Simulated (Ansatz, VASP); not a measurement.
**One calculation of Ag, two programs**

The input INCAR:

```
SYSTEM = Ag
ALGO = Normal
EDIFF = 1E-6
ENCUT = 520
GGA = CA
ISIF = 2
ISMEAR = 0
LASPH = .TRUE.
LCHARG = .FALSE.
LREAL = .FALSE.
LWAVE = .FALSE.
NBANDS = 12
NELM = 80
PREC = Accurate
SIGMA = 0.3
```

File KPOINTS:

```
k-points
0
G
  13 13 13
  0 0 0
```

Contents of POSCAR:

```
Ag
1.0
    0.0000000000      1.9996579419      1.9996579419
    1.9996579419      0.0000000000      1.9996579419
    1.9996579419      1.9996579419      0.0000000000
Ag
1
Direct
    0.0000000000      0.0000000000      0.0000000000
```

Input for Ansatz:

```yaml
crystal:
  lattice:
    - [0.0, 1.9996579419, 1.9996579419]
    - [1.9996579419, 0.0, 1.9996579419]
    - [1.9996579419, 1.9996579419, 0.0]
  atoms:
    - { symbol: Ag, position: [0.0, 0.0, 0.0] }
hamiltonian:
  xc: lda
  pseudopotentials:
    kind: paw
    azcp:
      Ag: "pseudopotentials/Ag.paw.azcp"
basis:
  ecutwfc: 420
  fft_grid_basis: typed
kpoints:
  mp_grid: { grid: [13, 13, 13], shift: [0, 0, 0] }
magnetization:
  spin_polarized: false
scf:
  occupations: { method: gaussian, width: 0.3 }
  lower_state_search: "off"
output:
  stress: true
  write_density: true
  write_potential: true
  elf: true
  volumetric_format: npy
```

Alike in both runs: task single point; functional LDA; k mesh 13 × 13 × 13; occupations gaussian, width 0.3 eV; no spin polarisation.

|  | VASP | Ansatz |
| --- | --- | --- |
| version | VASP 6.6.1 | Ansatz 0.2.0 |
| potentials or method | VASP PAW LDA potentials, release 64 (Ag), cutoff 520 eV | plane waves (420 eV) with PAW, scalar-relativistic |
| valence electrons in the cell | 11 | 19 |

|  | VASP | Ansatz | Ansatz less VASP |
| --- | --- | --- | --- |
| pressure (GPa) | 0.2 | 0.0 | -0.15 |

Ansatz warns that its potentials were made for another functional, while VASP's fit it. LDA's correlation is that of Perdew and Zunger in VASP and of Perdew and Wang (1992) in Ansatz. VASP's potentials hold 11 valence electrons a cell and Ansatz's 19, so a difference there can come from the potentials and not from the codes.
